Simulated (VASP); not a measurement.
Write the native input for VASP 6.6.1 that does the following.

```
Task                   : relaxation of cell and atoms
Functional             : PBE
Dispersion             : D3(BJ)
Potentials or basis    : VASP PAW PBE potentials, release 64 (Pt, S)
Cutoff                 : 600 eV
k mesh                 : 12 × 12 × 8
Occupations            : gaussian, width 0.01 eV
Spin                   : no spin polarisation
Dipole correction      : no
Further INCAR settings : ALGO = Normal; EDIFF = 1e-06; IBRION = 2; EDIFFG = -0.005; NSW = 100; ISIF = 3
```

The structure of PtS2 lies in POSCAR:

```
PtS2
1.0
    3.5779759542      0.0000000000      0.0000000000
   -1.7889879771      3.0986180705      0.0000000000
    0.0000000000      0.0000000000      4.7577695663
Pt S
1 2
Direct
    0.0000000000      0.0000000000      0.0000000000
    0.3333333333      0.6666666667      0.2546080464
    0.6666666667      0.3333333333      0.7453919536
```

One way to write it, as run:

INCAR

```
SYSTEM = PtS2
  PREC = Accurate
  ENCUT = 600
  EDIFF = 1E-6
  ISMEAR = 0
  SIGMA = 0.01
  LREAL = .False.
  LASPH = .True.
  NELM = 100
  ALGO = Normal
  ISIF = 3
  LWAVE = .False.
  LCHARG = .False.
  GGA = PE
  IVDW = 12
  IBRION = 2
  NSW = 100
  EDIFFG = -0.005
```

KPOINTS

```
Automatic mesh
0
Gamma
  12 12 8
  0 0 0
```

Potentials or basis: VASP PAW PBE potentials, release 64 (Pt, S).

Launch:

```console
$ cat potpaw_PBE.64/Pt/POTCAR potpaw_PBE.64/S/POTCAR > POTCAR
$ mpirun -np 1 vasp_std > vasp.out
```

It gave:

* Relaxed volume: 17.29 Å³/atom
* Relaxed cell: a = 3.579 Å, b = 3.579 Å, c = 4.676 Å, α = 90.00°, β = 90.00°, γ = 120.00°
* Space group after relaxing (to 0.1 Å): P-3m1 (No. 164)
* Energy gained by relaxing: 0.6 meV/atom
* Ionic steps: 11
* Pressure after relaxing: 0.0 GPa
* Band gap on the k mesh: 0.10 eV (least direct gap 0.70 eV)
* Dispersion energy per atom: -0.451 eV

Caveat: spin-orbit coupling is left out, which moves the levels of the heavy elements.

Run time: 12 min on 1 thread of Intel(R) Xeon(R) Platinum 8488C (Sapphire Rapids) (shared host), peak memory 0.3 GiB.
